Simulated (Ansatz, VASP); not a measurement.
MgO: VASP beside Ansatz

The input INCAR:

```
SYSTEM = MgO
PREC = Accurate
ENCUT = 520
EDIFF = 1E-6
ISMEAR = 0
SIGMA = 0.05
LREAL = .False.
LASPH = .True.
NELM = 60
ALGO = Normal
ISIF = 2
LWAVE = .False.
LCHARG = .False.
GGA = PE
NBANDS = 16
```

KPOINTS

```
regular mesh
0
Gamma
  9 9 6
  0 0 0
```

Contents of POSCAR:

```
MgO
1.0
    3.3152854007      0.0000000000      0.0000000000
   -1.6576427004      2.8711213778      0.0000000000
    0.0000000000      0.0000000000      5.1215474231
Mg O
2 2
Direct
    0.2995504198      0.6666666667      0.0063188067
    0.7004495802      0.3333333333      0.5063188067
    0.3645469709      0.6666666667      0.3982811933
    0.6354530291      0.3333333333      0.8982811933
```

Input for Ansatz:

```yaml
crystal:
  lattice:
    - [3.3152854007, 0.0, 0.0]
    - [-1.6576427004, 2.8711213778, 0.0]
    - [0.0, 0.0, 5.1215474231]
  atoms:
    - { symbol: Mg, position: [0.2995504198, 0.6666666667, 0.0063188067] }
    - { symbol: Mg, position: [0.7004495802, 0.3333333333, 0.5063188067] }
    - { symbol: O, position: [0.3645469709, 0.6666666667, 0.3982811933] }
    - { symbol: O, position: [0.6354530291, 0.3333333333, 0.8982811933] }
basis:
  ecutwfc: 520.0
kpoints:
  mp_grid: { grid: [9, 9, 6] }
hamiltonian:
  xc: pbe
  pseudopotentials: { kind: paw, azcp: { folder: soft_1 } }
scf:
  occupations: { method: gaussian, width: 0.05 }
output:
  forces: true
  stress: true
  eigenvalues: true
```

Change from the starting cell: mode 4 frozen in at -0.112 Å and mode 5 at +0.000 Å (largest displacements).

Alike in both runs: task single point; functional PBE; k mesh 9 × 9 × 6; occupations gaussian, width 0.05 eV; no spin polarisation.

|  | VASP | Ansatz |
| --- | --- | --- |
| version | VASP 6.6.1 | Ansatz 0.2.0 |
| potentials or method | VASP PAW PBE potentials, release 64 (Mg, O), cutoff 520 eV | scalar-relativistic, plane waves, PAW |
| valence electrons in the cell | 16 | 32 |

```csv
,VASP,Ansatz,Ansatz less VASP
gap on the k mesh at the Fermi level (eV),3.31,3.33,+0.020
least direct gap on the mesh (eV),3.31,3.33,+0.020
pressure (GPa),-0.7,-0.2,+0.44
"traceless stress, the component that is largest in VASP (GPa)",-0.51,-0.50,+0.019
rms of the force components (eV/Å),0.171,0.169,-0.0017
```

Atom by atom the forces differ by 0.002 eV/Å (rms over components). VASP's potentials hold 16 valence electrons a cell and Ansatz's 32, so a difference there can come from the potentials and not from the codes.
